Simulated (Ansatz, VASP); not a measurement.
## Co: VASP beside Ansatz

```
CELL_PARAMETERS angstrom
2.47200 0.00000 0.00000
-1.23600 2.14081 0.00000
0.00000 0.00000 4.02114
ATOMIC_POSITIONS crystal
Co 0.66667 0.33333 0.75000
Co 0.33333 0.66667 0.25000
```

Alike in both runs: task relaxation of cell and atoms; functional RPBE; dispersion D4; k mesh 12 × 12 × 7; occupations fermi-dirac, width 0.05 eV; collinear spin.

|  | VASP | Ansatz |
| --- | --- | --- |
| version | VASP 6.6.1 | Ansatz 0.2.0 |
| potentials or method | VASP PAW PBE potentials, release 64 (Co) | Ansatz PAW |
| plane-wave cutoff (eV) | 600 | 420 |
| valence electrons in the cell | 18 | 34 |

```csv
,VASP,Ansatz,Ansatz less VASP
"gap on the k mesh at the Fermi level, each at its own relaxed structure (eV)",none,none,-
net moment per atom (μB),1.60,1.61,+0.011
size of the moment on the site where the two differ most (μB),1.62,1.69,+0.074
relaxed volume (Å³/atom),10.52,10.57,+0.044
relaxed cell length with the largest relative difference (Å),3.983,3.990,+0.0075
```

VASP's potentials were made for PBE, not for RPBE. Site moments also hang on the region over which each program counts them. A gap of «none» marks a metal or a gap that the smearing closes. VASP's potentials hold 18 valence electrons a cell and Ansatz's 34, so a difference there can come from the potentials and not from the codes.

Noted on Ansatz's run: the plane-wave basis is chosen anew once the cell has moved, so the energies of steps on either side of that aren't comparable.
